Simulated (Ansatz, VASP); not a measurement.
## Two plane-wave programs on Mg

INCAR

```
PREC = Accurate
ENCUT = 520
EDIFF = 1E-6
ISMEAR = -1
SIGMA = 0.1
LREAL = F
LASPH = T
NELM = 80
ALGO = Normal
ISIF = 2
LWAVE = F
LCHARG = T
GGA = PS
LELF = T
LVHAR = T
NBANDS = 7
```

Contents of KPOINTS:

```
Automatic mesh
0
Gamma
  12 12 12
```

Contents of POSCAR:

```
Mg
1.0
    2.9958300373      0.0000000000      0.0000000000
    0.0000000000      2.9958300373      0.0000000000
    0.0000000000      0.0000000000      2.9958300373
Mg
1
Direct
    0.0000000000      0.0000000000      0.0000000000
```

Input for Ansatz:

```yaml
crystal:
  lattice:
    - [2.9958300373, 0.0, 0.0]
    - [0.0, 2.9958300373, 0.0]
    - [0.0, 0.0, 2.9958300373]
  atoms:
    - { symbol: Mg, position: [0.0, 0.0, 0.0] }
hamiltonian:
  xc: pbesol
  pseudopotentials:
    kind: paw
    azcp:
      Mg: "pseudopotentials/Mg.paw.azcp"
basis:
  ecutwfc: 420
  fft_grid_basis: typed
kpoints:
  mp_grid: { grid: [12, 12, 12], shift: [0, 0, 0] }
magnetization:
  spin_polarized: false
scf:
  occupations: { method: fermi_dirac, width: 0.1 }
  lower_state_search: "off"
output:
  stress: true
```

Alike in both runs: task single point; functional PBEsol; k mesh 12 × 12 × 12; occupations fermi-dirac, width 0.1 eV; no spin polarisation.

|  | VASP | Ansatz |
| --- | --- | --- |
| version | VASP 6.6.1 | Ansatz 0.2.0 |
| potentials or method | VASP PAW PBE potentials, release 64 (Mg), cutoff 520 eV | plane waves (420 eV) with PAW, scalar-relativistic |
| valence electrons in the cell | 2 | 10 |

```csv
,VASP,Ansatz,Ansatz less VASP
pressure (GPa),0.0,0.1,+0.02
```

VASP's potentials were made for PBE, not for PBEsol, and Ansatz warns of the same on its side. VASP's potentials hold 2 valence electrons a cell and Ansatz's 10, so a difference there can come from the potentials and not from the codes.
